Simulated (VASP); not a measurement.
Here is a VASP 6.6.1 calculation.

INCAR

```
SYSTEM = CdSe
PREC = Accurate
ENCUT = 500
EDIFF = 1E-6
ISMEAR = -1
SIGMA = 0.05
LREAL = .FALSE.
LASPH = .TRUE.
NELM = 120
ALGO = Normal
ISIF = 2
LWAVE = .FALSE.
LCHARG = .TRUE.
GGA = CA
LELF = .TRUE.
LVHAR = .TRUE.
NBANDS = 16
GGA_COMPAT = .FALSE.
```

Contents of KPOINTS:

```
regular mesh
0
G
  11 11 11
  0 0 0
```

File POSCAR:

```
CdSe
1.0
    0.0000000000      2.6927663868      2.6927663868
    2.6927663868      0.0000000000      2.6927663868
    2.6927663868      2.6927663868      0.0000000000
Cd Se
1 1
Direct
    0.0000000000      0.0000000000      0.0000000000
    0.2500000000      0.2500000000      0.2500000000
```

Potentials or basis: VASP PAW LDA potentials, release 64 (Cd, Se).

Launch:

```console
$ cat potpaw_LDA.64/Cd/POTCAR potpaw_LDA.64/Se/POTCAR > POTCAR
$ mpirun -np 1 vasp_std > vasp.out
```

(1) What does it give for the band gap on the k mesh?

(2) What does it give for the pressure?

## Answers

(1) 1.04 eV, direct.

(2) 42.9 GPa.
